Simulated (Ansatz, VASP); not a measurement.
**MgO in VASP and in Ansatz**

POSCAR

```
MgO
1.0
    0.0000000000      2.1905000000      2.1905000000
    2.1905000000      0.0000000000      2.1905000000
    2.1905000000      2.1905000000      0.0000000000
Mg O
1 1
Direct
    0.0000000000      0.0000000000      0.0000000000
    0.5000000000      0.5000000000      0.5000000000
```

INCAR.step1

```
SYSTEM = MgO
ALGO = Normal ; EDIFF = 1E-4
ENCUT = 520 ; GGA = PE
ISMEAR = -1 ; LASPH = .TRUE.
LCHARG = .FALSE. ; LREAL = .FALSE.
LWAVE = .TRUE. ; NBANDS = 11
NELM = 60 ; PREC = Accurate
SIGMA = 0.02
```

Contents of INCAR.step2:

```
SYSTEM = MgO
ALGO = Normal ; EDIFF = 1E-7
ENCUT = 520 ; ISIF = 2
ISMEAR = -1 ; ISTART = 1
LASPH = .TRUE. ; LCHARG = .FALSE.
LMIXTAU = .TRUE. ; LREAL = .FALSE.
LWAVE = .FALSE. ; METAGGA = R2SCAN
NBANDS = 11 ; NELM = 60
PREC = Accurate ; SIGMA = 0.02
```

File KPOINTS:

```
k-points
0
G
  8 8 8
  0 0 0
```

Input for Ansatz:

```yaml
crystal:
  lattice:
    - [0.0, 2.1905, 2.1905]
    - [2.1905, 0.0, 2.1905]
    - [2.1905, 2.1905, 0.0]
  atoms:
    - { symbol: Mg, position: [0.0, 0.0, 0.0] }
    - { symbol: O, position: [0.5, 0.5, 0.5] }
hamiltonian:
  xc: r2scan
  pseudopotentials: { kind: paw }
basis:
  ecutwfc: 500
kpoints:
  mp_grid: { grid: [8, 8, 8] }
scf:
  occupations: { method: fermi_dirac, width: 0.02 }
  lower_state_search: "off"
output:
  forces: true
  stress: true
```

Alike in both runs: task single point; functional r2SCAN; k mesh 8 × 8 × 8; occupations fermi-dirac, width 0.02 eV; no spin polarisation.

|  | VASP | Ansatz |
| --- | --- | --- |
| version | VASP 6.6.1 | Ansatz 0.2.0 |
| potentials or method | VASP PAW PBE potentials, release 64 (Mg, O), cutoff 520 eV | PAW, plane waves, scalar-relativistic |
| valence electrons in the cell | 8 | 16 |

Ansatz gave:

| Quantity | Value |
| --- | --- |
| pressure (GPa) | -16.0 |

Question: Estimate VASP's values.

Answer: Pressure (GPa): -17.0.

VASP's potentials were made for PBE, not for r2SCAN. VASP's potentials hold 8 valence electrons a cell and Ansatz's 16, so a difference there can come from the potentials and not from the codes.
